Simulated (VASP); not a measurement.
Set up this calculation in VASP 6.6.1, as the native input.

| Quantity | Value |
| --- | --- |
| Task | single point |
| Functional | LDA |
| Potentials or basis | VASP PAW LDA potentials, release 64 (Sc_sv) |
| Cutoff | 520 eV |
| k mesh | 18 × 18 × 18 |
| Occupations | gaussian, width 0.15 eV |
| Spin | no spin polarisation |
| Dipole correction | no |
| Further INCAR settings | ALGO = Normal; EDIFF = 1e-06; NBANDS = 12 |

The structure of Sc lies in POSCAR:

```
Sc
1.0
    0.0000000000      2.2023850000      2.3045575000
    2.2023850000      0.0000000000      2.3045575000
    2.2023850000      2.2023850000      0.0000000000
Sc
1
Direct
    0.0000000000      0.0000000000      0.0000000000
```

This cell differs from its parent crystal: strain -0.030 along x and y, +0.015 along z.

These files were run (other wordings do the same):

INCAR

```
  PREC = Accurate
  ENCUT = 520
  EDIFF = 1E-6
  ISMEAR = 0
  SIGMA = 0.15
  LREAL = False
  LASPH = True
  NELM = 100
  ALGO = Normal
  ISIF = 2
  LWAVE = False
  LCHARG = False
  GGA = CA
  NBANDS = 12
```

KPOINTS

```
Automatic mesh
0
Gamma
  18 18 18
```

Potentials or basis: VASP PAW LDA potentials, release 64 (Sc_sv).

The run is started by

```sh
$ cat potpaw_LDA.64/Sc_sv/POTCAR > POTCAR
$ mpirun -np 1 vasp_std > vasp.out
```

It gave:

```
Pressure : 0.1 GPa
```

Caveat: the cell differs from its parent crystal (strain -0.030 along x and y, +0.015 along z).

Wall time 26 s on 1 thread of Intel(R) Xeon(R) 6975P-C (Granite Rapids), with other jobs on the host, peak memory 0.22 GiB.
